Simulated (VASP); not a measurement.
Write the native input for VASP 6.6.1 that does the following.

```yaml
Task: density of states
Functional: PBE
Potentials_or_basis: VASP PAW PBE potentials, release 64 (K_sv, F)
Cutoff: 520 eV
k_mesh: 8 × 8 × 8
Occupations: gaussian, width 0.02 eV
Spin: no spin polarisation
Dipole_correction: no
k_mesh_for_the_DOS: 12 × 12 × 12
Occupations_for_the_DOS: tetrahedron
Further_INCAR_settings: ALGO = Normal; EDIFF = 1e-06; NBANDS = 15
```

Crystal: KF (Carobbiite).

```
K F
1.0
     0.00000    2.70937    2.70937
     2.70937    0.00000    2.70937
     2.70937    2.70937    0.00000
K F
1 1
Direct
  0.00000 0.00000 0.00000
  0.50000 0.50000 0.50000
```

The input as run:

POSCAR

```
KF
1.0
    0.0000000000      2.7093664300      2.7093664300
    2.7093664300      0.0000000000      2.7093664300
    2.7093664300      2.7093664300      0.0000000000
K F
1 1
Direct
    0.0000000000      0.0000000000      0.0000000000
    0.5000000000      0.5000000000      0.5000000000
```

INCAR.step1

```
PREC = Accurate
ENCUT = 520
EDIFF = 1E-6
ISMEAR = 0
SIGMA = 0.02
LREAL = F
LASPH = T
NELM = 60
ALGO = Normal
ISIF = 2
LWAVE = F
LCHARG = T
GGA = PE
NBANDS = 15
```

KPOINTS.step1

```
regular mesh
0
Gamma
  8 8 8
```

INCAR.step2

```
PREC = Accurate
ENCUT = 520
EDIFF = 1E-6
ISMEAR = -5
SIGMA = 0.02
LREAL = F
LASPH = T
NELM = 60
ALGO = Normal
ISIF = 2
LWAVE = F
LCHARG = F
GGA = PE
LORBIT = 10
NBANDS = 15
NEDOS = 2001
ICHARG = 11
```

KPOINTS.step2

```
regular mesh
0
Gamma
  12 12 12
```

Potentials or basis: VASP PAW PBE potentials, release 64 (K_sv, F).

Run with:

```sh
$ cat potpaw_PBE.64/K_sv/POTCAR potpaw_PBE.64/F/POTCAR > POTCAR
$ cp INCAR.step1 INCAR
$ cp KPOINTS.step1 KPOINTS
$ mpirun -np 1 vasp_std > vasp.out
$ cp INCAR.step2 INCAR
$ cp KPOINTS.step2 KPOINTS
$ mpirun -np 1 vasp_std > vasp.out
```

It gave:

| Property | Result |
| --- | --- |
| Valence electrons inside the program's atomic spheres | K 7.58; F 6.08 |

It took 52 s on 1 thread of AMD EPYC 7R43 64-Core Processor (Zen 3), with other jobs on the host, peak memory 0.14 GiB.
